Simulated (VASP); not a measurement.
Runs of VASP 6.6.1 on MoS2. The structure is that of space group R3m (No. 160), or close to it. The cells are those of the table. 

```csv
cell,gap on the mesh (eV),pressure (GPa),largest force (eV/Å)
"a = 6.251 Å, angles 28.3°, 3 atoms",0.86,10.4,0.65
"a = 6.275 Å, angles 29.5°, 3 atoms",0.79,-4.3,0.29
"a = 6.337 Å, angles 27.9°, 3 atoms",0.93,7.3,0.19
"a = 6.079 Å, angles 29.1°, 3 atoms",0.70,(a),1.64
"a = 6.165 Å, angles 28.7°, 3 atoms",0.78,13.7,1.13
"a = 6.087 Å, angles 29.6°, 3 atoms",0.69,10.9,1.24
"a = 6.439 Å, angles 28.3°, 3 atoms",0.92,-4.7,0.81
"a = 6.283 Å, angles 30.0°, 3 atoms",(b),-7.9,0.54
"a = 6.111 Å, angles 30.8°, 3 atoms",0.27,-3.6,0.26
"a = 6.353 Å, angles 28.7°, 3 atoms",0.86,-2.5,0.42
```

Alike in all rows: task single point; level PBE+D3(BJ); potentials or basis VASP PAW PBE potentials, release 64 (Mo_sv, S); no spin polarisation; k mesh 12 × 12 × 12; cutoff (eV) 520; smearing gaussian 0.05 eV.

Question: Estimate the missing entries.

Answer: (a) 17.3; (b) 0.63.

Caveats: the cell stands under pressure (at least some runs); forces of over 1 eV/Å act on the atoms, so gaps and moduli don't describe the material at rest (at least some runs); the cell stands under tension (at least some runs); the stress differs along the axes, from 7 to 12 GPa (at least some runs); the stress differs along the axes, from 2 to 10 GPa (at least some runs); the stress differs along the axes, from -9 to -3 GPa (at least some runs); the stress differs along the axes, from -7 to 3 GPa (at least some runs).

A k mesh can miss the band edges, and the runs leave out spin-orbit coupling on Mo.
